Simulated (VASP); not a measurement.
TiIn2:

```xyz
3
Lattice="4.1465 0.0000 0.0000 -2.0733 3.5910 0.0000 0.0000 0.0000 4.5865" Properties=species:S:1:pos:R:3 pbc="T T T"
Ti    0.0000    0.0000    0.0000
In    0.0000    2.3940    2.2933
In    2.0733    1.1970    2.2933
```

| Quantity | Value |
| --- | --- |
| Program | VASP 6.6.1 |
| Task | relaxation of cell and atoms |
| Functional | PBE |
| Potentials or basis | VASP PAW PBE potentials, release 64 (Ti_sv, In_d) |
| Cutoff | 600 eV |
| k mesh | 6 × 6 × 4 |
| Occupations | gaussian, width 0.1 eV |
| Spin | no spin polarisation |

At the start: pressure 14.8 GPa; volume 22.76 Å³/atom.

Problem. How do energy, volume and symmetry change on relaxing?

Solution. Over 17 steps the energy falls by 954.3 meV/atom and the volume is 21.46 Å³/atom (-5.7 %); space group P6/mmm (No. 191, to 0.05 Å).

Step by step:
| step | energy change (eV) | largest force (eV/Å) | pressure (GPa) | volume (Å³) |
| --- | --- | --- | --- | --- |
| 1 | 0.0000 | 0.0000 | 14.79 | 68.29 |
| 2 | -1.4219 | 0.0000 | -9.55 | 88.60 |
| 3 | -1.5888 | 0.0000 | -6.52 | 81.55 |
| 4 | -2.2151 | 0.0000 | -4.41 | 72.56 |
| 5 | -2.6915 | 0.0000 | 0.95 | 63.88 |
| 6 | -0.3556 | 0.0000 | 54.46 | 46.65 |
| 7 | -2.7228 | 0.0000 | 2.37 | 62.57 |
| 8 | -2.7357 | 0.0000 | 4.30 | 61.06 |
| 9 | -2.8351 | 0.0000 | 1.67 | 62.64 |
| 10 | -2.8476 | 0.0000 | 1.41 | 63.01 |
| 11 | -2.8458 | 0.0000 | 1.32 | 63.63 |
| 12 | -2.8570 | 0.0000 | 1.29 | 63.25 |
| 13 | -2.8580 | 0.0000 | 1.25 | 63.45 |
| 14 | -2.8589 | 0.0000 | 1.27 | 63.38 |
| 15 | -2.8572 | 0.0000 | -1.00 | 65.17 |
| 16 | -2.8623 | 0.0000 | 0.22 | 64.16 |
| 17 | -2.8629 | 0.0000 | 0.03 | 64.37 |

Final structure:
```cif
data_structure
_symmetry_space_group_name_H-M 'P 1'
_symmetry_Int_Tables_number 1
_cell_length_a 5.0507
_cell_length_b 5.0507
_cell_length_c 2.9136
_cell_angle_alpha 90.000
_cell_angle_beta 90.000
_cell_angle_gamma 120.000
_cell_volume 64.37
loop_
_atom_site_label
_atom_site_type_symbol
_atom_site_fract_x
_atom_site_fract_y
_atom_site_fract_z
_atom_site_occupancy
Ti1 Ti 0.00000 0.00000 0.00000 1
In1 In 0.33333 0.66667 0.50000 1
In2 In 0.66667 0.33333 0.50000 1
```
